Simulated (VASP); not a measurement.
Input of a VASP 6.6.1 run:

INCAR

```
SYSTEM = Mg2Sn
PREC = Accurate
ENCUT = 520
EDIFF = 1E-8
ISMEAR = -1
SIGMA = 0.08
LREAL = .FALSE.
LASPH = .TRUE.
NELM = 120
ALGO = Normal
ISIF = 2
LWAVE = .FALSE.
LCHARG = .FALSE.
GGA = CA
LEFG = .TRUE.
NBANDS = 16
GGA_COMPAT = .FALSE.
```

KPOINTS

```
Automatic mesh
0
G
  11 11 11
  0 0 0
```

Contents of POSCAR:

```
Mg2Sn
1.0
    0.0000000000      3.4457815334      3.4457815334
    3.4457815334      0.0000000000      3.4457815334
    3.4457815334      3.4457815334      0.0000000000
Mg Sn
2 1
Direct
    0.2500000000      0.2500000000      0.2500000000
    0.7500000000      0.7500000000      0.7500000000
    0.0000000000      0.0000000000      0.0000000000
```

Potentials or basis: VASP PAW LDA potentials, release 64 (Mg, Sn_d).

Launch:

```bash
$ cat potpaw_LDA.64/Mg/POTCAR potpaw_LDA.64/Sn_d/POTCAR > POTCAR
$ mpirun -np 1 vasp_std > vasp.out
```

(1) Predict the pressure.

(2) Predict the band gap on the k mesh.

Answers

(1) -4.0 GPa.

(2) zero (bands 9 and 10 overlap by 0.25 eV).

Caveat: the cell stands under tension; spin-orbit coupling is left out, which moves the levels of the heavy elements.
